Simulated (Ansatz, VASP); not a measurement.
CsI: VASP beside Ansatz

Contents of INCAR:

```
SYSTEM = CsI
PREC = Accurate
ENCUT = 500
EDIFF = 1E-6
ISMEAR = -1
SIGMA = 0.03
LREAL = .FALSE.
LASPH = .TRUE.
NELM = 120
ALGO = Normal
ISIF = 2
LWAVE = .FALSE.
LCHARG = .TRUE.
GGA = PE
LELF = .TRUE.
LVHAR = .TRUE.
NBANDS = 15
GGA_COMPAT = .FALSE.
```

The input KPOINTS:

```
regular mesh
0
G
  6 6 6
  0 0 0
```

Contents of POSCAR:

```
CsI
1.0
    4.6652120000      0.0000000000      0.0000000000
    0.0000000000      4.6652120000      0.0000000000
    0.0000000000      0.0000000000      4.6652120000
Cs I
1 1
Direct
    0.0000000000      0.0000000000      0.0000000000
    0.5000000000      0.5000000000      0.5000000000
```

Input for Ansatz:

```yaml
crystal:
  lattice:
    - [4.665212, 0.0, 0.0]
    - [0.0, 4.665212, 0.0]
    - [0.0, 0.0, 4.665212]
  atoms:
    - { symbol: Cs, position: [0.0, 0.0, 0.0] }
    - { symbol: I, position: [0.5, 0.5, 0.5] }
kpoints:
  mp_grid: { grid: [6, 6, 6] }
  band_path:
    path:
      - [0.0, 0.0, 0.0]
      - [0.0, 0.5, 0.0]
      - [0.5, 0.5, 0.0]
      - [0.0, 0.0, 0.0]
      - [0.5, 0.5, 0.5]
      - [0.0, 0.5, 0.0]
      - [0.5, 0.5, 0.5]
      - [0.5, 0.5, 0.0]
    npoints: 14
scf:
  occupations: { method: fermi_dirac, width: 0.03 }
hamiltonian:
  xc: pbe
  pseudopotentials: { kind: all_electron, lapw: { basis_error: 0.001 } }
output:
  forces: true
  stress: true
  eigenvalues: true
  populations: true
```

Alike in both runs: task single point; functional PBE; k mesh 6 × 6 × 6; occupations fermi-dirac, width 0.03 eV; no spin polarisation.

|  | VASP | Ansatz |
| --- | --- | --- |
| version | VASP 6.6.1 | Ansatz 0.2.0 |
| potentials or method | VASP PAW PBE potentials, release 64 (Cs_sv, I), cutoff 500 eV | all-electron LAPW, scalar-relativistic |

VASP gave:

| Item | Value |
| --- | --- |
| gap on the k mesh at the Fermi level (eV) | 3.68 |
| pressure (GPa) | 0.0 |

What did Ansatz give for the same quantities?

gap on the k mesh at the Fermi level (eV): 3.69; pressure (GPa): 0.0.

Ansatz ran all-electron here, and VASP with PAW potentials.

Spin-orbit coupling is off throughout.
